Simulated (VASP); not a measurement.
# TiN (Fm-3m) in VASP: single point with PBEsol

Aim: the single point of TiN with PBEsol.

Program: VASP 6.6.1. These are calculated values, not measurements. Logs are shortened: lines on timing, memory, paths and dates and some standing lists are left out, and cuts for length are marked.

## Step 1: The cell of the first run

It takes space group Fm-3m (No. 225, cubic). Conventional cell: a = 4.204 Å, b = 4.204 Å, c = 4.204 Å, α = 90.00°, β = 90.00°, γ = 90.00°. Ti (site symmetry m-3m) has 6 N at 2.10 Å within 2.8 Å. Within 2.8 Å of N (site symmetry m-3m) lie 6 Ti at 2.10 Å.

## Step 2: Single point, PBEsol

File INCAR:

```
PREC     = Accurate       # precision mode
ENCUT    = 600            # plane-wave cutoff, eV
EDIFF    = 1E-6           # SCF threshold, eV
ISMEAR   = -1             # smearing method
SIGMA    = 0.08           # smearing width, eV
LREAL    = False          # projectors in reciprocal space
LASPH    = True           # aspherical terms in the spheres
NELM     = 120            # most SCF steps
ALGO     = Normal         # electronic algorithm
ISIF     = 2              # what is computed and relaxed
LWAVE    = False          # write WAVECAR
LCHARG   = False          # write CHGCAR
GGA      = PS             # functional
NBANDS   = 16             # bands
GGA_COMPAT= False
```

File KPOINTS:

```
Automatic mesh
0
Gamma
  16 16 16
```

File POSCAR:

```
TiN
1.0
    0.0000000000      2.1021282037      2.1021282037
    2.1021282037      0.0000000000      2.1021282037
    2.1021282037      2.1021282037      0.0000000000
Ti N
1 1
Direct
    0.0000000000      0.0000000000      0.0000000000
    0.5000000000      0.5000000000      0.5000000000
```

Potentials or basis: VASP PAW PBE potentials, release 64 (Ti_sv, N).

The run is started by

```bash
cat potpaw_PBE.64/Ti_sv/POTCAR potpaw_PBE.64/N/POTCAR > POTCAR
mpirun -np 1 vasp_std > vasp.out
```

OUTCAR:

```text
PREC = Accurate
   ENCUT = 600
   EDIFF = 1E-6
   ISMEAR = -1
   LREAL = False
   LASPH = True
   NELM = 120
   ISIF = 2
   GGA = PS

 ion  position               nearest neighbor table
   1  0.000  0.000  0.000-   2 2.10   2 2.10   2 2.10   2 2.10   2 2.10   2 2.10
   2  0.500  0.500  0.500-   1 2.10   1 2.10   1 2.10   1 2.10   1 2.10   1 2.10

  LATTYP: Found a face centered cubic cell.
 ALAT       =     4.2042564074

  Lattice vectors:

 A1 = (   0.0000000000,   2.1021282037,   2.1021282037)
 A2 = (   2.1021282037,   0.0000000000,   2.1021282037)
 A3 = (   2.1021282037,   2.1021282037,   0.0000000000)

Analysis of symmetry for initial positions (statically):
=====================================================================
 Subroutine PRICEL returns:
 Original cell was already a primitive cell.

 Routine SETGRP: Setting up the symmetry group for a
 face centered cubic supercell.

 Subroutine GETGRP returns: Found 48 space group operations
 (whereof 48 operations were pure point group operations)
 out of a pool of 48 trial point group operations.

The static configuration has the point symmetry O_h .

Analysis of symmetry for dynamics (positions and initial velocities):
=====================================================================
 Subroutine PRICEL returns:
 Original cell was already a primitive cell.

 Routine SETGRP: Setting up the symmetry group for a
 face centered cubic supercell.

 Subroutine GETGRP returns: Found 48 space group operations
 (whereof 48 operations were pure point group operations)
 out of a pool of 48 trial point group operations.

The dynamic configuration has the point symmetry O_h .

 Subroutine INISYM returns: Found 48 space group operations
 (whereof 48 operations are pure point group operations),
 and found     1 'primitive' translations

----------------------------------------------------------------------------------------

                                     Primitive cell

  volume of cell :      18.5784

  direct lattice vectors                    reciprocal lattice vectors
     0.000000000  2.102128204  2.102128204    -0.237854189  0.237854189  0.237854189
     2.102128204  0.000000000  2.102128204     0.237854189 -0.237854189  0.237854189
     2.102128204  2.102128204  0.000000000     0.237854189  0.237854189 -0.237854189

  length of vectors
     2.972858216  2.972858216  2.972858216     0.411975541  0.411975541  0.411975541

  position of ions in fractional coordinates (direct lattice)
     0.000000000  0.000000000  0.000000000
     0.500000000  0.500000000  0.500000000

  ion indices of the primitive-cell ions
   primitive index   ion index
                 1           1
                 2           2

----------------------------------------------------------------------------------------

 KPOINTS: Automatic mesh

Automatic generation of k-mesh.
 Grid dimensions read from file:
 generate k-points for:   16   16   16

 Generating k-lattice:

  Cartesian coordinates                     Fractional coordinates (reciprocal lattice)
    -0.014865887  0.014865887  0.014865887     0.062500000  0.000000000  0.000000000
     0.014865887 -0.014865887  0.014865887     0.000000000  0.062500000  0.000000000
     0.014865887  0.014865887 -0.014865887     0.000000000  0.000000000  0.062500000

  Length of vectors
     0.025748471  0.025748471  0.025748471

  Shift w.r.t. Gamma in fractional coordinates (k-lattice)
     0.000000000  0.000000000  0.000000000

 Subroutine IBZKPT returns following result:
 ===========================================

 Found    145 irreducible k-points:

 Following reciprocal coordinates:
            Coordinates               Weight
  0.000000  0.000000  0.000000      1.000000
  0.062500  0.000000  0.000000      8.000000
  0.125000  0.000000  0.000000      8.000000
  0.187500  0.000000  0.000000      8.000000
  0.250000  0.000000  0.000000      8.000000
  0.312500  0.000000  0.000000      8.000000
[... 16 lines left out ...]
 -0.125000  0.062500  0.000000     24.000000
 -0.062500  0.062500  0.000000     12.000000
 [... further k-points ...]
   k-points           NKPTS =    145   k-points in BZ     NKDIM =    145   number of bands    NBANDS=     16
   number of dos      NEDOS =    301   number of ions     NIONS =      2
   total plane-waves  NPLWV =  13824
   dimension x,y,z NGX =    24 NGY =   24 NGZ =   24
   dimension x,y,z NGXF=    48 NGYF=   48 NGZF=   48
   ions per type =               1   1
   NGX,Y,Z   is equivalent  to a cutoff of  13.42, 13.42, 13.42 a.u.
   NGXF,Y,Z  is equivalent  to a cutoff of  26.84, 26.84, 26.84 a.u.
 SYSTEM =  unknown system
   PREC   = accura    normal or accurate (medium, high low for compatibility)
   ISTART =      0    job   : 0-new  1-cont  2-samecut
   ICHARG =      2    charge: 1-file 2-atom 10-const
   ISPIN  =      1    spin polarized calculation?
   LNONCOLLINEAR =      F non collinear calculations
   LSORBIT =      F    spin-orbit coupling
   LASPH  =      T    aspherical Exc in radial PAW
   ENCUT  =  600.0 eV  44.10 Ry    6.64 a.u.   5.94  5.94  5.94*2*pi/ulx,y,z
   NELM   =    120;   NELMIN=  2; NELMDL= -5     # of ELM steps
   EDIFF  = 0.1E-05   stopping-criterion for ELM
   LREAL  =      F    real-space projection
   EDIFFG = 0.1E-04   stopping-criterion for IOM
   NSW    =      0    number of steps for IOM
   IBRION =     -1    ionic relax: 0-MD 1-quasi-New 2-CG
   NFREE  =      0    steps in history (QN), initial steepest desc. (CG)
   ISIF   =      2    stress and relaxation
   ISYM   =      2    0-nonsym 1-usesym 2-fastsym
   POTIM  = 0.5000    time-step for ionic-motion
   TEBEG  =    0.0;   TEEND  =   0.0 temperature during run
   PSTRESS=    0.0 pullay stress
   NELECT =      17.0000    total number of electrons
   NUPDOWN=      -1.0000    fix difference up-down
   EMIN   =  10.00;   EMAX   =-10.00  energy-range for DOS
   EFERMI =   0.00;   METHOD = LEGACY
   ISMEAR =    -1;   SIGMA  =   0.08  broadening in eV -4-tet -1-fermi 0-gaus
   EFERMI_NEDOS =   21; number of points for ismear=-14 and -15
   IALGO  =     38    algorithm
   IMIX   =      4    mixing-type and parameters
     AMIX     =   0.40;   BMIX     =  1.00
     AMIX_MAG =   1.60;   BMIX_MAG =  1.00
  volume/ion in A,a.u.               =       9.29        62.69
  Fermi-wavevector in a.u.,A,eV,Ry     =   1.589359  3.003453 34.369150  2.526061
  Thomas-Fermi vector in A             =   2.688220
   LORBIT       =      0    0 simple, 1 ext, 2 COOP (PROOUT), +10 PAW based schemes
   GGA     = PS    functional components
   LHFCALC =     F    Hartree Fock is set to
   AEXX    =    0.0000 exact exchange contribution
   IVDW    =     0    specifies the selected vdW correction
   LEPSILON=     F    determine dielectric tensor
   LRPA    =     F    only Hartree local field effects (RPA)
 non-spin polarized calculation
  energy-cutoff  :      600.00
  volume of cell :       18.58
 maximum number of plane-waves:       636
   NGX = 11   NGY = 11   NGZ = 11

 number of electron      16.9999998 magnetization

 Free energy of the ion-electron system (eV)
  ---------------------------------------------------
  ext. energy  EPLUGINS =         0.00000000
  ---------------------------------------------------
  free energy    TOTEN  =       -20.79099862 eV

  energy without entropy =      -20.77402004  energy(sigma->0) =      -20.78250933

 E-fermi :  11.6680     XC(G=0): -13.3703

 val. band max:       11.6545346609   @ k =  -0.3750   0.4375   0.1875
 cond. band min:      11.6783567490   @ k =   0.4375   0.1875   0.0625
 fundamental gap:      0.0238220881
 Fermi energy:        11.6679667868

 k-point     1 :       0.0000    0.0000    0.0000
  band No.  band energies     occupation
      1     -45.8947      2.00000
      2     -21.9544      2.00000
      3     -21.9544      2.00000
      4     -21.9544      2.00000
      5      -5.5297      2.00000
      6       9.6217      2.00000
[... 8 lines left out ...]
     15      24.8099      0.00000
     16      31.7614      0.00000

 k-point     2 :       0.0625    0.0000    0.0000
  band No.  band energies     occupation
      1     -45.8905      2.00000
      2     -21.9837      2.00000
      3     -21.9568      2.00000
      4     -21.9568      2.00000
      5      -5.4487      2.00000
      6       9.1533      2.00000
[... 8 lines left out ...]
     15      24.8884      0.00000
     16      31.6403      0.00000

 k-point     3 :       0.1250    0.0000    0.0000
  band No.  band energies     occupation
      1     -45.8784      2.00000
      2     -22.0662      2.00000
      3     -21.9636      2.00000
      4     -21.9636      2.00000
      5      -5.2137      2.00000
      6       8.2015      2.00000
[... 8 lines left out ...]
     15      25.0091      0.00000
     16      31.2686      0.00000

 k-point     4 :       0.1875    0.0000    0.0000
  band No.  band energies     occupation
      1     -45.8604      2.00000
      2     -22.1876      2.00000
      3     -21.9736      2.00000
      4     -21.9736      2.00000
      5      -4.8479      2.00000
      6       7.1103      2.00000
[... 8 lines left out ...]
     15      24.9498      0.00000
     16      30.5178      0.00000

 k-point     5 :       0.2500    0.0000    0.0000
  band No.  band energies     occupation
      1     -45.8389      2.00000
      2     -22.3278      2.00000
      3     -21.9854      2.00000
      4     -21.9854      2.00000
      5      -4.3877      2.00000
      6       6.0168      2.00000
[... 8 lines left out ...]
     15      24.7491      0.00000
     16      29.4635      0.00000

 k-point     6 :       0.3125    0.0000    0.0000
  band No.  band energies     occupation
      1     -45.8174      2.00000
      2     -22.4651      2.00000
      3     -21.9972      2.00000
      4     -21.9972      2.00000
      5      -3.8837      2.00000
      6       5.0103      2.00000
[... 8 lines left out ...]
     15      24.7666      0.00000
     16      28.3224      0.00000
[... 267 lines left out ...]
 k-point    21 :      -0.2500    0.0625    0.0000
  band No.  band energies     occupation
      1     -45.8289      2.00000
      2     -22.3743      2.00000
      3     -22.0192      2.00000
      4     -21.9798      2.00000
      5      -4.1894      2.00000
      6       5.6025      2.00000
[... 8 lines left out ...]
     15      24.7047      0.00000
     16      28.4277      0.00000

 k-point    22 :      -0.1875    0.0625    0.0000
  band No.  band energies     occupation
      1     -45.8504      2.00000
      2     -22.2382      2.00000
      3     -22.0050      2.00000
      4     -21.9679      2.00000
      5      -4.6540      2.00000
      6       6.5945      2.00000
[... 8 lines left out ...]
     15      24.9016      0.00000
     16      29.3604      0.00000

 k-point    23 :      -0.1250    0.0625    0.0000
  band No.  band energies     occupation
      1     -45.8696      2.00000
      2     -22.1142      2.00000
      3     -21.9891      2.00000
      4     -21.9594      2.00000
      5      -5.0438      2.00000
      6       7.5976      2.00000
[... 8 lines left out ...]
     15      25.0511      0.00000
     16      30.2342      0.00000

 k-point    24 :      -0.0625    0.0625    0.0000
  band No.  band energies     occupation
      1     -45.8837      2.00000
      2     -22.0241      2.00000
      3     -21.9722      2.00000
      4     -21.9555      2.00000
      5      -5.3179      2.00000
      6       8.5123      2.00000
[... 8 lines left out ...]
     15      24.9880      0.00000
     16      31.0230      0.00000

 [... further k-points ...]
[... 5 lines left out ...]
  --------------------------------------------------------------------------------------
  -------------------------------------------------------------------------------------
  Total        0.0388823      0.0388823      0.0388823      0.0000000      0.0000000      0.0000000
  in kB        3.3531614      3.3531614      3.3531614      0.0000000      0.0000000      0.0000000
  external PRESSURE =       3.3531614 kB  Pullay stress =       0.0000000 kB

 VOLUME and BASIS-vectors are now :
 -----------------------------------------------------------------------------
  energy-cutoff  :      600.00
  volume of cell :       18.58
      direct lattice vectors                 reciprocal lattice vectors
     0.000000000  2.102128204  2.102128204    -0.237854189  0.237854189  0.237854189
     2.102128204  0.000000000  2.102128204     0.237854189 -0.237854189  0.237854189
     2.102128204  2.102128204  0.000000000     0.237854189  0.237854189 -0.237854189

 POSITION                                       TOTAL-FORCE (eV/Angst)
 -----------------------------------------------------------------------------------
      0.00000      0.00000      0.00000        -0.000000     -0.000000     -0.000000
      2.10213      2.10213      2.10213         0.000000      0.000000      0.000000
 -----------------------------------------------------------------------------------
    total drift:                                0.000000     -0.000000     -0.000000

  FREE ENERGIE OF THE ION-ELECTRON SYSTEM (eV)
  ---------------------------------------------------
  free  energy   TOTEN  =       -20.7909986171 eV

  energy  without entropy=      -20.7740200359  energy(sigma->0) =      -20.78250933
```

Wall time 32 s (1 thread of Intel Xeon 6975P-C, shared host); peak memory 0.18 GiB.

Results:

```yaml
Free_energy: -20.7910 eV
Pressure: 0.3 GPa
```

Levels at points of the mesh, in eV from the Fermi level:
| k point | band 4 | band 5 | band 6 | band 7 | band 8 | band 9 | band 10 | band 11 | band 12 | band 13 |
| --- | --- | --- | --- | --- | --- | --- | --- | --- | --- | --- |
| (0.00, 0.00, 0.00) | -33.62 | -17.20 | -2.05 | -2.05 | -2.05 | -0.65 | -0.65 | -0.65 | 0.60 | 0.60 |
| (0.50, 0.00, 0.00) | -33.68 | -14.58 | -8.28 | -5.62 | -5.62 | 1.78 | 1.78 | 2.49 | 6.00 | 6.00 |
| (0.50, 0.50, 0.00) | -33.85 | -15.76 | -5.90 | -3.25 | -3.25 | -3.22 | 1.72 | 2.53 | 2.53 | 3.86 |

Caveat: the PAW data sets were made with another functional, which shifts forces and pressure a little.
